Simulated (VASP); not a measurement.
# K (P6_3/mmc) in VASP: further runs

K is run at these levels: LDA; tasks: single point.

Everything below comes from runs of VASP 6.6.1. Logs are shortened: lines on timing, memory, paths and dates and some standing lists are left out, and cuts for length are marked.

**1. The cell of the first run**

It takes space group P6_3/mmc (No. 194, hexagonal). Conventional cell: a = 4.569 Å, b = 4.569 Å, c = 7.440 Å, α = 90.00°, β = 90.00°, γ = 120.00°.

**2. Single point, LDA (volume scaled by 1.04)**

INCAR

```
ALGO = Normal
EDIFF = 1E-7
ENCUT = 520
ISIF = 2
ISMEAR = -1
LASPH = True
LCHARG = False
LREAL = False
LWAVE = False
NBANDS = 16
NELM = 60
PREC = Accurate
SIGMA = 0.1
```

KPOINTS

```
k-points
0
Gamma
  9 9 5
```

POSCAR

```
K
1.0
    4.5690688262      0.0000000000      0.0000000000
   -2.2845344131      3.9569296752      0.0000000000
    0.0000000000      0.0000000000      7.4398438475
K
2
Direct
    0.3333333333      0.6666666667      0.2500000000
    0.6666666667      0.3333333333      0.7500000000
```

Potentials or basis: VASP PAW LDA potentials, release 64 (K_sv).

Started as:

```console
cat potpaw_LDA.64/K_sv/POTCAR > POTCAR
mpirun -np 1 vasp_std > vasp.out
```

OUTCAR:

```text
EDIFF = 1E-7
   ENCUT = 520
   ISIF = 2
   ISMEAR = -1
   LASPH = True
   LREAL = False
   NELM = 60
   PREC = Accurate

 ion  position               nearest neighbor table
   1  0.333  0.667  0.250-
   2  0.667  0.333  0.750-

  LATTYP: Found a hexagonal cell.
 ALAT       =     4.5690688262
 C/A-ratio  =     1.6283063641

  Lattice vectors:

 A1 = (   4.5690688262,   0.0000000000,   0.0000000000)
 A2 = (  -2.2845344131,   3.9569296752,   0.0000000000)
 A3 = (   0.0000000000,   0.0000000000,   7.4398438475)

Analysis of symmetry for initial positions (statically):
=====================================================================
 Subroutine PRICEL returns:
 Original cell was already a primitive cell.

 Routine SETGRP: Setting up the symmetry group for a
 hexagonal supercell.

 Subroutine GETGRP returns: Found 24 space group operations
 (whereof 12 operations were pure point group operations)
 out of a pool of 24 trial point group operations.

The static configuration has the point symmetry D_3d.
 The point group associated with its full space group is D_6h.

Analysis of symmetry for dynamics (positions and initial velocities):
=====================================================================
 Subroutine PRICEL returns:
 Original cell was already a primitive cell.

 Routine SETGRP: Setting up the symmetry group for a
 hexagonal supercell.

 Subroutine GETGRP returns: Found 24 space group operations
 (whereof 12 operations were pure point group operations)
 out of a pool of 24 trial point group operations.

The dynamic configuration has the point symmetry D_3d.
 The point group associated with its full space group is D_6h.

 Subroutine INISYM returns: Found 24 space group operations
 (whereof 12 operations are pure point group operations),
 and found     1 'primitive' translations

----------------------------------------------------------------------------------------

                                     Primitive cell

  volume of cell :     134.5085

  direct lattice vectors                    reciprocal lattice vectors
     4.569068826  0.000000000  0.000000000     0.218862976  0.126360598  0.000000000
    -2.284534413  3.956929675  0.000000000     0.000000000  0.252721196  0.000000000
     0.000000000  0.000000000  7.439843847     0.000000000  0.000000000  0.134411423

  length of vectors
     4.569068826  4.569068826  7.439843847     0.252721196  0.252721196  0.134411423

  position of ions in fractional coordinates (direct lattice)
     0.333333333  0.666666667  0.250000000
     0.666666667  0.333333333  0.750000000

  ion indices of the primitive-cell ions
   primitive index   ion index
                 1           1
                 2           2

----------------------------------------------------------------------------------------

 KPOINTS: k-points

Automatic generation of k-mesh.
 Grid dimensions read from file:
 generate k-points for:    9    9    5

 Generating k-lattice:

  Cartesian coordinates                     Fractional coordinates (reciprocal lattice)
     0.024318108  0.014040066  0.000000000     0.111111111 -0.000000000  0.000000000
     0.000000000  0.028080133  0.000000000     0.000000000  0.111111111  0.000000000
     0.000000000  0.000000000  0.026882285     0.000000000  0.000000000  0.200000000

  Length of vectors
     0.028080133  0.028080133  0.026882285

  Shift w.r.t. Gamma in fractional coordinates (k-lattice)
     0.000000000  0.000000000  0.000000000

 Subroutine IBZKPT returns following result:
 ===========================================

 Found     36 irreducible k-points:

 Following reciprocal coordinates:
            Coordinates               Weight
  0.000000  0.000000  0.000000      1.000000
  0.111111  0.000000  0.000000      6.000000
  0.222222 -0.000000  0.000000      6.000000
  0.333333  0.000000  0.000000      6.000000
  0.444444 -0.000000  0.000000      6.000000
  0.111111  0.111111  0.000000      6.000000
[... 16 lines left out ...]
  0.333333  0.222222  0.200000     24.000000
  0.333333  0.333333  0.200000      4.000000
 [... further k-points ...]
   k-points           NKPTS =     36   k-points in BZ     NKDIM =     36   number of bands    NBANDS=     16
   number of dos      NEDOS =    301   number of ions     NIONS =      2
   total plane-waves  NPLWV =  72576
   dimension x,y,z NGX =    36 NGY =   36 NGZ =   56
   dimension x,y,z NGXF=    72 NGYF=   72 NGZF=  112
   ions per type =               2
   NGX,Y,Z   is equivalent  to a cutoff of  13.10, 13.10, 12.51 a.u.
   NGXF,Y,Z  is equivalent  to a cutoff of  26.20, 26.20, 25.03 a.u.
 SYSTEM =  unknown system
   PREC   = accura    normal or accurate (medium, high low for compatibility)
   ISTART =      0    job   : 0-new  1-cont  2-samecut
   ICHARG =      2    charge: 1-file 2-atom 10-const
   ISPIN  =      1    spin polarized calculation?
   LNONCOLLINEAR =      F non collinear calculations
   LSORBIT =      F    spin-orbit coupling
   LASPH  =      T    aspherical Exc in radial PAW
   ENCUT  =  520.0 eV  38.22 Ry    6.18 a.u.   8.50  8.50 13.83*2*pi/ulx,y,z
   NELM   =     60;   NELMIN=  2; NELMDL= -5     # of ELM steps
   EDIFF  = 0.1E-06   stopping-criterion for ELM
   LREAL  =      F    real-space projection
   EDIFFG = 0.1E-05   stopping-criterion for IOM
   NSW    =      0    number of steps for IOM
   IBRION =     -1    ionic relax: 0-MD 1-quasi-New 2-CG
   NFREE  =      0    steps in history (QN), initial steepest desc. (CG)
   ISIF   =      2    stress and relaxation
   ISYM   =      2    0-nonsym 1-usesym 2-fastsym
   POTIM  = 0.5000    time-step for ionic-motion
   TEBEG  =    0.0;   TEEND  =   0.0 temperature during run
   PSTRESS=    0.0 pullay stress
   NELECT =      18.0000    total number of electrons
   NUPDOWN=      -1.0000    fix difference up-down
   EMIN   =  10.00;   EMAX   =-10.00  energy-range for DOS
   EFERMI =   0.00;   METHOD = LEGACY
   ISMEAR =    -1;   SIGMA  =   0.10  broadening in eV -4-tet -1-fermi 0-gaus
   EFERMI_NEDOS =   21; number of points for ismear=-14 and -15
   IALGO  =     38    algorithm
   IMIX   =      4    mixing-type and parameters
     AMIX     =   0.40;   BMIX     =  1.00
     AMIX_MAG =   1.60;   BMIX_MAG =  1.00
  volume/ion in A,a.u.               =      67.25       453.85
  Fermi-wavevector in a.u.,A,eV,Ry     =   0.837367  1.582394  9.540175  0.701183
  Thomas-Fermi vector in A             =   1.951245
   LORBIT       =      0    0 simple, 1 ext, 2 COOP (PROOUT), +10 PAW based schemes
   GGA     = CA    functional components
   LHFCALC =     F    Hartree Fock is set to
   AEXX    =    0.0000 exact exchange contribution
   IVDW    =     0    specifies the selected vdW correction
   LEPSILON=     F    determine dielectric tensor
   LRPA    =     F    only Hartree local field effects (RPA)
 non-spin polarized calculation
  energy-cutoff  :      520.00
  volume of cell :      134.51
 maximum number of plane-waves:      3669
 NGX is ok and might be reduce to    36
   NGX = 17   NGY = 17   NGZ = 27

 number of electron      18.0000000 magnetization

 Free energy of the ion-electron system (eV)
  ---------------------------------------------------
  ext. energy  EPLUGINS =         0.00000000
  ---------------------------------------------------
  free energy    TOTEN  =        -2.35386724 eV

  energy without entropy =       -2.30756259  energy(sigma->0) =       -2.33071491

 E-fermi :  -0.1027     XC(G=0):  -6.1033

 val. band max:       -0.1973697058   @ k =   0.1111   0.1111   0.2000
 cond. band min:      -0.0856946091   @ k =   0.2222  -0.0000   0.2000
 fundamental gap:      0.1116750967
 Fermi energy:        -0.1026965063

 k-point     1 :       0.0000    0.0000    0.0000
  band No.  band energies     occupation
      1     -31.8711      2.00000
      2     -31.8649      2.00000
      3     -15.6402      2.00000
      4     -15.5581      2.00000
      5     -15.5581      2.00000
      6     -15.5449      2.00000
[... 8 lines left out ...]
     15       4.3476      0.00000
     16       4.3476      0.00000

 k-point     2 :       0.1111    0.0000    0.0000
  band No.  band energies     occupation
      1     -31.8705      2.00000
      2     -31.8645      2.00000
      3     -15.6364      2.00000
      4     -15.5665      2.00000
      5     -15.5608      2.00000
      6     -15.5535      2.00000
[... 8 lines left out ...]
     15       4.2872      0.00000
     16       4.4814      0.00000

 k-point     3 :       0.2222   -0.0000    0.0000
  band No.  band energies     occupation
      1     -31.8688      2.00000
      2     -31.8638      2.00000
      3     -15.6261      2.00000
      4     -15.5878      2.00000
      5     -15.5750      2.00000
      6     -15.5673      2.00000
[... 8 lines left out ...]
     15       4.2737      0.00000
     16       4.2994      0.00000

 k-point     4 :       0.3333    0.0000    0.0000
  band No.  band energies     occupation
      1     -31.8667      2.00000
      2     -31.8632      2.00000
      3     -15.6124      2.00000
      4     -15.6121      2.00000
      5     -15.5986      2.00000
      6     -15.5744      2.00000
[... 8 lines left out ...]
     15       4.0203      0.00000
     16       4.6496      0.00000

 k-point     5 :       0.4444   -0.0000    0.0000
  band No.  band energies     occupation
      1     -31.8652      2.00000
      2     -31.8629      2.00000
      3     -15.6286      2.00000
      4     -15.6136      2.00000
      5     -15.5999      2.00000
      6     -15.5790      2.00000
[... 8 lines left out ...]
     15       3.8685      0.00000
     16       5.0233      0.00000

 k-point     6 :       0.1111    0.1111    0.0000
  band No.  band energies     occupation
      1     -31.8693      2.00000
      2     -31.8640      2.00000
      3     -15.6293      2.00000
      4     -15.5792      2.00000
      5     -15.5729      2.00000
      6     -15.5616      2.00000
[... 8 lines left out ...]
     15       4.2749      0.00000
     16       4.3024      0.00000

 k-point     7 :       0.2222    0.1111    0.0000
  band No.  band energies     occupation
      1     -31.8674      2.00000
      2     -31.8633      2.00000
      3     -15.6171      2.00000
      4     -15.6002      2.00000
      5     -15.5922      2.00000
      6     -15.5716      2.00000
[... 8 lines left out ...]
     15       3.8826      0.00000
     16       4.5059      0.00000

 k-point     8 :       0.3333    0.1111    0.0000
  band No.  band energies     occupation
      1     -31.8656      2.00000
      2     -31.8629      2.00000
      3     -15.6202      2.00000
      4     -15.6073      2.00000
      5     -15.6033      2.00000
      6     -15.5808      2.00000
[... 8 lines left out ...]
     15       3.6546      0.00000
     16       4.4493      0.00000

 k-point     9 :       0.4444    0.1111    0.0000
  band No.  band energies     occupation
      1     -31.8647      2.00000
      2     -31.8629      2.00000
      3     -15.6282      2.00000
      4     -15.6132      2.00000
      5     -15.5956      2.00000
      6     -15.5843      2.00000
[... 8 lines left out ...]
     15       3.5781      0.00000
     16       4.3088      0.00000
[... 172 lines left out ...]
 k-point    19 :       0.2222    0.1111    0.2000
  band No.  band energies     occupation
      1     -31.8670      2.00000
      2     -31.8637      2.00000
      3     -15.6186      2.00000
      4     -15.5979      2.00000
      5     -15.5900      2.00000
      6     -15.5720      2.00000
[... 8 lines left out ...]
     15       3.7896      0.00000
     16       4.5181      0.00000

 k-point    20 :       0.3333    0.1111    0.2000
  band No.  band energies     occupation
      1     -31.8653      2.00000
      2     -31.8632      2.00000
      3     -15.6259      2.00000
      4     -15.6136      2.00000
      5     -15.5922      2.00000
      6     -15.5789      2.00000
[... 8 lines left out ...]
     15       3.5953      0.00000
     16       4.5293      0.00000

 k-point    21 :       0.4444    0.1111    0.2000
  band No.  band energies     occupation
      1     -31.8646      2.00000
      2     -31.8631      2.00000
      3     -15.6322      2.00000
      4     -15.6193      2.00000
      5     -15.5904      2.00000
      6     -15.5794      2.00000
[... 8 lines left out ...]
     15       3.5723      0.00000
     16       4.4832      0.00000

 k-point    22 :       0.2222    0.2222    0.2000
  band No.  band energies     occupation
      1     -31.8655      2.00000
      2     -31.8632      2.00000
      3     -15.6181      2.00000
      4     -15.6124      2.00000
      5     -15.5895      2.00000
      6     -15.5839      2.00000
[... 8 lines left out ...]
     15       3.0661      0.00000
     16       4.6509      0.00000

 k-point    23 :       0.3333    0.2222    0.2000
  band No.  band energies     occupation
      1     -31.8642      2.00000
      2     -31.8631      2.00000
      3     -15.6227      2.00000
      4     -15.6144      2.00000
      5     -15.5971      2.00000
      6     -15.5828      2.00000
[... 8 lines left out ...]
     15       3.1885      0.00000
     16       4.3544      0.00000

 k-point    24 :       0.3333    0.3333    0.2000
  band No.  band energies     occupation
      1     -31.8634      2.00000
      2     -31.8634      2.00000
      3     -15.6129      2.00000
      4     -15.6105      2.00000
      5     -15.6105      2.00000
      6     -15.5898      2.00000
[... 8 lines left out ...]
     15       3.3544      0.00000
     16       4.5328      0.00000

 [... further k-points ...]
[... 5 lines left out ...]
  --------------------------------------------------------------------------------------
  -------------------------------------------------------------------------------------
  Total       -0.1805302     -0.1805302     -0.1129975      0.0000000      0.0000000      0.0000000
  in kB       -2.1503569     -2.1503569     -1.3459520      0.0000000      0.0000000      0.0000000
  external PRESSURE =      -1.8822219 kB  Pullay stress =       0.0000000 kB

 VOLUME and BASIS-vectors are now :
 -----------------------------------------------------------------------------
  energy-cutoff  :      520.00
  volume of cell :      134.51
      direct lattice vectors                 reciprocal lattice vectors
     4.569068826  0.000000000  0.000000000     0.218862976  0.126360598  0.000000000
    -2.284534413  3.956929675  0.000000000     0.000000000  0.252721196  0.000000000
     0.000000000  0.000000000  7.439843847     0.000000000  0.000000000  0.134411423

 POSITION                                       TOTAL-FORCE (eV/Angst)
 -----------------------------------------------------------------------------------
     -0.00000      2.63795      1.85996        -0.000000      0.000000      0.000000
      2.28453      1.31898      5.57988         0.000000      0.000000      0.000000
 -----------------------------------------------------------------------------------
    total drift:                                0.000000     -0.000000      0.000000

  FREE ENERGIE OF THE ION-ELECTRON SYSTEM (eV)
  ---------------------------------------------------
  free  energy   TOTEN  =        -2.3538672367 eV

  energy  without entropy=       -2.3075625929  energy(sigma->0) =       -2.33071491
```

Run time: 45 s. Hardware: 1 thread of Intel Xeon Platinum 8259CL at 2.50GHz (Skylake/Cascade Lake), shared host; peak memory 0.23 GiB.

Results:

```
Free energy            : -2.3539 eV
Pressure               : -0.2 GPa
Band gap on the k mesh : zero (band 9 reaches 0.99 eV, above the bottom of band 10 at -1.31 eV)
```

Stress tensor (GPa, compression positive):
```
-0.22  0.00  0.00
 0.00 -0.22  0.00
 0.00  0.00 -0.13
```

Levels at points of the mesh, in eV from the Fermi level:
```csv
k point,band 7,band 8,band 9,band 10,band 11,band 12
"(0.00, 0.00, 0.00)",-15.44,-15.44,-2.31,0.27,0.64,4.04
```

**3. Single point, LDA (volume scaled by 1.08)**

INCAR

```
ALGO = Normal
EDIFF = 1E-6
ENCUT = 520
ISIF = 2
ISMEAR = -1
LASPH = T
LCHARG = T
LELF = T
LREAL = F
LVHAR = T
LWAVE = F
NBANDS = 16
NELM = 80
PREC = Accurate
SIGMA = 0.1
```

KPOINTS is that of step 2.

POSCAR

```
K
1.0
    4.6269112810      0.0000000000      0.0000000000
   -2.3134556405      4.0070227104      0.0000000000
    0.0000000000      0.0000000000      7.5340290846
K
2
Direct
    0.3333333333      0.6666666667      0.2500000000
    0.6666666667      0.3333333333      0.7500000000
```

Potentials or basis: VASP PAW LDA potentials, release 64 (K_sv).

Started as:

```console
cat potpaw_LDA.64/K_sv/POTCAR > POTCAR
mpirun -np 1 vasp_std > vasp.out
```

Run time: 44 s. Hardware: 1 thread of Intel Xeon Platinum 8259CL at 2.50GHz (Skylake/Cascade Lake), shared host; peak memory 0.23 GiB.

It converged, with:

```yaml
Free_energy: -2.3460 eV
Pressure: -0.3 GPa
Band_gap_on_the_k_mesh: zero (band 9 reaches 0.90 eV, above the bottom of band 10 at -1.38 eV)
```

Levels at points of the mesh, in eV from the Fermi level:
```
           k point  band 5  band 6  band 7  band 8  band 9  band 10  band 11  band 12  band 13  band 14
(0.00, 0.00, 0.00)  -15.48  -15.47  -15.47  -15.47   -2.25     0.27     0.62     4.01     4.01     4.10
```
